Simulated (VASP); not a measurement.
# TiCo (Pm-3m) in VASP: a series of runs, part 2 of 3

VASP 6.6.1.

### 3 Single point, PBE, collinear spin, ferromagnetic start

This run uses another cell than the first one, of 13.30 Å³/atom, 1.031 times its volume.

INCAR

```
SYSTEM = TiCo
PREC = Accurate
ENCUT = 520
EDIFF = 1E-7
ISMEAR = 0
SIGMA = 0.1
LREAL = .FALSE.
LASPH = .TRUE.
NELM = 150
ALGO = Normal
ISIF = 2
LWAVE = .FALSE.
LCHARG = .FALSE.
ISPIN = 2
MAGMOM = 0 0.58
LORBIT = 11
LMAXMIX = 4
GGA = PE
NBANDS = 22
```

KPOINTS

```
Automatic mesh
0
G
  18 18 18
  0 0 0
```

POSCAR

```
TiCo
1.0
    2.9850974201      0.0000000000      0.0000000000
    0.0000000000      2.9850974201      0.0000000000
    0.0000000000      0.0000000000      2.9850974201
Ti Co
1 1
Direct
    0.0000000000      0.0000000000      0.0000000000
    0.5000000000      0.5000000000      0.5000000000
```

Potentials or basis: VASP PAW PBE potentials, release 64 (Ti_sv, Co).

Command:

```
$ cat potpaw_PBE.64/Ti_sv/POTCAR potpaw_PBE.64/Co/POTCAR > POTCAR
$ mpirun -np 1 vasp_std > vasp.out
```

OUTCAR:

```text
SYSTEM = TiCo
   PREC = Accurate
   ENCUT = 520
   EDIFF = 1E-7
   ISMEAR = 0
   LREAL = .FALSE.
   LASPH = .TRUE.
   NELM = 150
   ISIF = 2
   ISPIN = 2
   LORBIT = 11
   GGA = PE

 ion  position               nearest neighbor table
   1  0.000  0.000  0.000-   2 2.59   2 2.59   2 2.59   2 2.59   2 2.59   2 2.59   2 2.59   2 2.59

   2  0.500  0.500  0.500-   1 2.59   1 2.59   1 2.59   1 2.59   1 2.59   1 2.59   1 2.59   1 2.59

  LATTYP: Found a simple cubic cell.
 ALAT       =     2.9850974201

  Lattice vectors:

 A1 = (   2.9850974201,   0.0000000000,   0.0000000000)
 A2 = (   0.0000000000,   2.9850974201,   0.0000000000)
 A3 = (   0.0000000000,   0.0000000000,   2.9850974201)

Analysis of symmetry for initial positions (statically):
=====================================================================
 Subroutine PRICEL returns:
 Original cell was already a primitive cell.

 Routine SETGRP: Setting up the symmetry group for a
 simple cubic supercell.

 Subroutine GETGRP returns: Found 48 space group operations
 (whereof 48 operations were pure point group operations)
 out of a pool of 48 trial point group operations.

The static configuration has the point symmetry O_h .

Analysis of symmetry for dynamics (positions and initial velocities):
=====================================================================
 Subroutine PRICEL returns:
 Original cell was already a primitive cell.

 Routine SETGRP: Setting up the symmetry group for a
 simple cubic supercell.

 Subroutine GETGRP returns: Found 48 space group operations
 (whereof 48 operations were pure point group operations)
 out of a pool of 48 trial point group operations.

The dynamic configuration has the point symmetry O_h .

Analysis of structural, dynamic, and magnetic symmetry:
=====================================================================
 Subroutine PRICEL returns:
 Original cell was already a primitive cell.

 Routine SETGRP: Setting up the symmetry group for a
 simple cubic supercell.

 Subroutine GETGRP returns: Found 48 space group operations
 (whereof 48 operations were pure point group operations)
 out of a pool of 48 trial point group operations.

The overall configuration has the point symmetry O_h .

 Subroutine INISYM returns: Found 48 space group operations
 (whereof 48 operations are pure point group operations),
 and found     1 'primitive' translations

----------------------------------------------------------------------------------------

                                     Primitive cell

  volume of cell :      26.5996

  direct lattice vectors                    reciprocal lattice vectors
     2.985097420  0.000000000  0.000000000     0.334997442  0.000000000  0.000000000
     0.000000000  2.985097420  0.000000000     0.000000000  0.334997442  0.000000000
     0.000000000  0.000000000  2.985097420     0.000000000  0.000000000  0.334997442

  length of vectors
     2.985097420  2.985097420  2.985097420     0.334997442  0.334997442  0.334997442

  position of ions in fractional coordinates (direct lattice)
     0.000000000  0.000000000  0.000000000
     0.500000000  0.500000000  0.500000000

  ion indices of the primitive-cell ions
   primitive index   ion index
                 1           1
                 2           2

[... 62 lines left out ...]
   PREC   = accura    normal or accurate (medium, high low for compatibility)
   ISTART =      0    job   : 0-new  1-cont  2-samecut
   ICHARG =      2    charge: 1-file 2-atom 10-const
   ISPIN  =      2    spin polarized calculation?
   LNONCOLLINEAR =      F non collinear calculations
   LSORBIT =      F    spin-orbit coupling
   LASPH  =      T    aspherical Exc in radial PAW
   ENCUT  =  520.0 eV  38.22 Ry    6.18 a.u.   5.55  5.55  5.55*2*pi/ulx,y,z
   NELM   =    150;   NELMIN=  2; NELMDL= -5     # of ELM steps
   EDIFF  = 0.1E-06   stopping-criterion for ELM
   LREAL  =      F    real-space projection
   EDIFFG = 0.1E-05   stopping-criterion for IOM
   NSW    =      0    number of steps for IOM
   IBRION =     -1    ionic relax: 0-MD 1-quasi-New 2-CG
   NFREE  =      0    steps in history (QN), initial steepest desc. (CG)
   ISIF   =      2    stress and relaxation
   ISYM   =      2    0-nonsym 1-usesym 2-fastsym
   POTIM  = 0.5000    time-step for ionic-motion
   TEBEG  =    0.0;   TEEND  =   0.0 temperature during run
   PSTRESS=    0.0 pullay stress
   NELECT =      21.0000    total number of electrons
   NUPDOWN=      -1.0000    fix difference up-down
   EMIN   =  10.00;   EMAX   =-10.00  energy-range for DOS
   EFERMI =   0.00;   METHOD = LEGACY
   ISMEAR =     0;   SIGMA  =   0.10  broadening in eV -4-tet -1-fermi 0-gaus
   EFERMI_NEDOS =   21; number of points for ismear=-14 and -15
   IALGO  =     38    algorithm
   IMIX   =      4    mixing-type and parameters
     AMIX     =   0.40;   BMIX     =  1.00
     AMIX_MAG =   1.60;   BMIX_MAG =  1.00
  volume/ion in A,a.u.               =      13.30        89.75
  Fermi-wavevector in a.u.,A,eV,Ry     =   1.513060  2.859268 31.148496  2.289350
  Thomas-Fermi vector in A             =   2.622901
   LORBIT       =     11    0 simple, 1 ext, 2 COOP (PROOUT), +10 PAW based schemes
   GGA     = PE    functional components
   LHFCALC =     F    Hartree Fock is set to
   AEXX    =    0.0000 exact exchange contribution
   IVDW    =     0    specifies the selected vdW correction
   LEPSILON=     F    determine dielectric tensor
   LRPA    =     F    only Hartree local field effects (RPA)
 spin polarized calculation
 Gauss-broadening in eV      SIGMA  =   0.10
  energy-cutoff  :      520.00
  volume of cell :       26.60
 maximum number of plane-waves:       739
 NGX is ok and might be reduce to    24
   NGX = 11   NGY = 11   NGZ = 11

 number of electron      20.9999983 magnetization       0.8571923

 Free energy of the ion-electron system (eV)
  ---------------------------------------------------
  ext. energy  EPLUGINS =         0.00000000
  ---------------------------------------------------
  free energy    TOTEN  =       -15.67989982 eV

  energy without entropy =      -15.67102590  energy(sigma->0) =      -15.67546286

 E-fermi :   9.9451     XC(G=0): -12.5807

 val. band max:        9.9420720644   @ k =   0.5000   0.5000   0.1111
 cond. band min:       9.9463789979   @ k =   0.5000   0.5000   0.1667
 fundamental gap:      0.0043069335
 Fermi energy:         9.9451371539

 spin component 1

 k-point     1 :       0.0000    0.0000    0.0000
  band No.  band energies     occupation
      1     -47.2103      1.00000
      2     -23.3022      1.00000
      3     -23.3022      1.00000
      4     -23.3022      1.00000
      5       2.2528      1.00000
      6       5.7591      1.00000
[... 589 lines left out ...]
     21      28.0839      0.00000
     22      28.9541      0.00000

 [... further k-points ...]

 spin component 2

 k-point     1 :       0.0000    0.0000    0.0000
  band No.  band energies     occupation
      1     -47.2238      1.00000
      2     -23.3166      1.00000
      3     -23.3166      1.00000
      4     -23.3166      1.00000
      5       2.2432      1.00000
      6       6.4277      1.00000
[... 589 lines left out ...]
     21      28.1580      0.00000
     22      28.8545      0.00000

 [... further k-points ...]
[... 5 lines left out ...]
  --------------------------------------------------------------------------------------
  -------------------------------------------------------------------------------------
  Total       -0.0855319     -0.0855319     -0.0855319     -0.0000000      0.0000000     -0.0000000
  in kB       -5.1518510     -5.1518510     -5.1518510     -0.0000000      0.0000000     -0.0000000
  external PRESSURE =      -5.1518510 kB  Pullay stress =       0.0000000 kB

 VOLUME and BASIS-vectors are now :
 -----------------------------------------------------------------------------
  energy-cutoff  :      520.00
  volume of cell :       26.60
      direct lattice vectors                 reciprocal lattice vectors
     2.985097420  0.000000000  0.000000000     0.334997442  0.000000000  0.000000000
     0.000000000  2.985097420  0.000000000     0.000000000  0.334997442  0.000000000
     0.000000000  0.000000000  2.985097420     0.000000000  0.000000000  0.334997442

 POSITION                                       TOTAL-FORCE (eV/Angst)
 -----------------------------------------------------------------------------------
      0.00000      0.00000      0.00000         0.000000      0.000000      0.000000
      1.49255      1.49255      1.49255         0.000000      0.000000      0.000000
 -----------------------------------------------------------------------------------
    total drift:                                0.000000      0.000000     -0.000000

  FREE ENERGIE OF THE ION-ELECTRON SYSTEM (eV)
  ---------------------------------------------------
  free  energy   TOTEN  =       -15.6798998157 eV

  energy  without entropy=      -15.6710258995  energy(sigma->0) =      -15.67546286

 total charge

# of ion       s       p       d       tot
------------------------------------------
    1        2.247   6.181   1.858  10.286
    2        0.526   0.462   7.301   8.289
--------------------------------------------------
tot          2.773   6.643   9.159  18.575

 magnetization (x)

# of ion       s       p       d       tot
------------------------------------------
    1       -0.002  -0.013  -0.018  -0.033
    2        0.028  -0.005   0.918   0.941
--------------------------------------------------
tot          0.026  -0.018   0.900   0.908
```

Wall time 1.8 min (1 thread of Intel Xeon 6975P-C (Granite Rapids), shared host); peak memory 0.3 GiB.

What came out:

- Free energy: -15.6799 eV
- Pressure: -0.5 GPa
- Net moment: 0.86 μB per cell
- Site moments: Ti -0.03; Co +0.94 μB
- Valence electrons inside the program's atomic spheres: Ti 10.29; Co 8.29

### 4 Single point, PBE, collinear spin, ferromagnetic start

This run uses another cell than the first one, of 13.30 Å³/atom, 1.031 times its volume.

INCAR

```
SYSTEM = TiCo
PREC     = Accurate       ! precision mode
ENCUT    = 520            ! plane-wave cutoff, eV
EDIFF    = 1E-6           ! SCF threshold, eV
ISMEAR   = 0              ! smearing method
SIGMA    = 0.1            ! smearing width, eV
LREAL    = .False.        ! projectors in reciprocal space
LASPH    = .True.         ! aspherical terms in the spheres
NELM     = 150            ! most SCF steps
ALGO     = Normal         ! electronic algorithm
ISIF     = 2              ! what is computed and relaxed
LWAVE    = .False.        ! write WAVECAR
LCHARG   = .True.         ! write CHGCAR
ISPIN    = 2              ! spin polarisation
MAGMOM   = 0 1.07         ! initial moments
LORBIT   = 11             ! projections on sites
LMAXMIX  = 4              ! l up to which the mixer works
GGA      = PE             ! functional
LELF     = .True.         ! ELF
LVHAR    = .True.       
NBANDS   = 22             ! bands
```

KPOINTS

```
Automatic mesh
0
Gamma
  18 18 18
  0 0 0
```

POSCAR is that of step 3.

Command:

```
$ cat potpaw_PBE.64/Ti_sv/POTCAR potpaw_PBE.64/Co/POTCAR > POTCAR
$ mpirun -np 1 vasp_std > vasp.out
```

It took 86 s on 1 thread of Intel Xeon 6975P-C (Granite Rapids), shared host; peak memory 0.3 GiB.

The run converged. Its results:

```
Free energy                                           : -15.6799 eV
Pressure                                              : -0.5 GPa
Net moment                                            : 0.86 μB per cell
Site moments                                          : Ti -0.03; Co +0.94 μB
Valence electrons inside the program's atomic spheres : Ti 10.29; Co 8.29
```

Levels at points of the mesh, in eV from the Fermi level:
Spin up:
```
           k point  band 8  band 9  band 10  band 11  band 12  band 13  band 14  band 15
(0.00, 0.00, 0.00)   -1.88   -1.88    -1.88     0.47     0.47     2.66     2.66     2.66
(0.50, 0.00, 0.00)   -2.00   -2.00    -1.53    -0.70    -0.62     0.66     0.66     2.23
(0.50, 0.50, 0.00)   -2.74   -1.52    -0.79     0.63     0.63     1.10     2.44     2.44
(0.50, 0.50, 0.50)   -2.09   -2.09    -2.09    -1.49    -1.49     3.19     3.19     6.92
```
Spin down:
```csv
k point,band 6,band 7,band 8,band 9,band 10,band 11,band 12,band 13,band 14,band 15
"(0.00, 0.00, 0.00)",-3.52,-3.52,-1.33,-1.33,-1.33,1.02,1.02,2.76,2.76,2.76
"(0.50, 0.00, 0.00)",-3.82,-1.87,-1.41,-1.41,-0.90,-0.81,0.59,0.66,0.66,2.24
"(0.50, 0.50, 0.00)",-3.70,-2.30,-2.30,-0.01,0.29,0.60,0.60,1.25,2.63,2.63
"(0.50, 0.50, 0.50)",-2.32,-2.32,-2.09,-2.09,-2.09,0.03,0.03,3.12,3.12,7.21
```

[end of part 2 of 3]
